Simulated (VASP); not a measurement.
Set up this calculation in VASP 6.6.1, as the native input.

```
Task                   : single point
Functional             : r2SCAN
Potentials or basis    : VASP PAW PBE potentials, release 64 (Eu)
Cutoff                 : 520 eV
k mesh                 : 10 × 10 × 10
Occupations            : fermi-dirac, width 0.05 eV
Spin                   : collinear spin, ferromagnetic start
Starting moments       : [7.0] μB
Dipole correction      : no
Further INCAR settings : ALGO = Normal; EDIFF = 1e-06; NBANDS = 18
```

Eu:

```xyz
1
Lattice="-2.2275 2.2275 2.2275 2.2275 -2.2275 2.2275 2.2275 2.2275 -2.2275" Properties=species:S:1:pos:R:3 pbc="T T T"
Eu    0.0000    0.0000    0.0000
```

These files were run (other wordings do the same):

POSCAR

```
Eu
1.0
   -2.2274741196      2.2274741196      2.2274741196
    2.2274741196     -2.2274741196      2.2274741196
    2.2274741196      2.2274741196     -2.2274741196
Eu
1
Direct
    0.0000000000      0.0000000000      0.0000000000
```

INCAR.step1

```
SYSTEM = Eu
PREC = Accurate
ENCUT = 520
ISMEAR = -1
SIGMA = 0.05
LREAL = .False.
LASPH = .True.
NELM = 150
ISPIN = 2
MAGMOM = 7
LMAXMIX = 6
NBANDS = 18
GGA = PE
ALGO = Normal
EDIFF = 1E-4
LWAVE = .True.
LCHARG = .False.
```

INCAR.step2

```
SYSTEM = Eu
PREC = Accurate
ENCUT = 520
EDIFF = 1E-6
ISMEAR = -1
SIGMA = 0.05
LREAL = .False.
LASPH = .True.
NELM = 150
ALGO = Normal
ISIF = 2
LWAVE = .False.
LCHARG = .False.
ISPIN = 2
MAGMOM = 7
LORBIT = 11
LMAXMIX = 6
METAGGA = R2SCAN
LMIXTAU = .True.
NBANDS = 18
ISTART = 1
```

KPOINTS

```
Automatic mesh
0
Gamma
  10 10 10
  0 0 0
```

Potentials or basis: VASP PAW PBE potentials, release 64 (Eu).

Command:

```bash
$ cat potpaw_PBE.64/Eu/POTCAR > POTCAR
$ cp INCAR.step1 INCAR
$ mpirun -np 1 vasp_std > vasp.out
$ cp INCAR.step2 INCAR
$ mpirun -np 1 vasp_std > vasp.out
```

It gave:

| Item | Value |
| --- | --- |
| Pressure | -0.4 GPa |
| Net moment | 7.70 μB per cell |
| Site moments | Eu +6.69 μB |
| Valence electrons inside the program's atomic spheres | Eu 14.79 |

Caveat: the PAW data sets were made with another functional, which shifts forces and pressure a little.

Wall time 11 min on 1 thread of Intel Xeon 8259CL (shared host), peak memory 0.24 GiB.
